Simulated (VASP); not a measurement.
Wanted: the native input for a VASP 6.6.1 run.

```
Task                   : single point
Functional             : r2SCAN
Potentials or basis    : VASP PAW PBE potentials, release 64 (Ti_sv, O)
Cutoff                 : 520 eV
k mesh                 : 8 × 8 × 8
Occupations            : gaussian, width 0.01 eV
Spin                   : no spin polarisation
Dipole correction      : no
Further INCAR settings : ALGO = Normal; EDIFF = 1e-06; NBANDS = 33
```

TiO2:

```
Ti O
1.0
    -1.88890    1.88890    4.79172
     1.88890   -1.88890    4.79172
     1.88890    1.88890   -4.79172
Ti O
2 4
Cartesian
  0.0000 1.8889 2.3959
  0.0000 0.0000 0.0000
  0.0000 1.8889 0.4093
  0.0000 0.0000 7.5969
  0.0000 0.0000 1.9865
  0.0000 1.8889 4.3824
```

The input as run:

POSCAR

```
TiO2
1.0
   -1.8888988140      1.8888988140      4.7917154373
    1.8888988140     -1.8888988140      4.7917154373
    1.8888988140      1.8888988140     -4.7917154373
Ti O
2 4
Direct
    0.7500000000      0.2500000000      0.5000000000
    0.0000000000      0.0000000000      0.0000000000
    0.5427139635      0.0427139635      0.5000000000
    0.7927139635      0.7927139635      0.0000000000
    0.2072860365      0.2072860365      0.0000000000
    0.9572860365      0.4572860365      0.5000000000
```

INCAR.step1

```
PREC = Accurate
ENCUT = 520
ISMEAR = 0
SIGMA = 0.01
LREAL = False
LASPH = True
NELM = 60
NBANDS = 33
GGA = PE
ALGO = Normal
EDIFF = 1E-4
LWAVE = True
LCHARG = False
```

INCAR.step2

```
PREC = Accurate
ENCUT = 520
EDIFF = 1E-6
ISMEAR = 0
SIGMA = 0.01
LREAL = False
LASPH = True
NELM = 60
ALGO = Normal
ISIF = 2
LWAVE = False
LCHARG = True
METAGGA = R2SCAN
LMIXTAU = True
LELF = True
LVHAR = True
NBANDS = 33
ISTART = 1
```

KPOINTS

```
regular mesh
0
Gamma
  8 8 8
```

Potentials or basis: VASP PAW PBE potentials, release 64 (Ti_sv, O).

Launch:

```console
$ cat potpaw_PBE.64/Ti_sv/POTCAR potpaw_PBE.64/O/POTCAR > POTCAR
$ cp INCAR.step1 INCAR
$ mpirun -np 1 vasp_std > vasp.out
$ cp INCAR.step2 INCAR
$ mpirun -np 1 vasp_std > vasp.out
```

Results of the run:

The pressure is 1.2 GPa and the largest force is 0.026 eV/Å. The band gap on the k mesh is 2.59 eV, indirect (least direct gap 2.90 eV).

Caveat: the PAW data sets were made with another functional, which shifts forces and pressure a little.

It took 14 min on 1 thread of Intel(R) Xeon(R) Platinum 8375C CPU @ 2.90GHz (Ice Lake), on a shared host, peak memory 0.34 GiB.
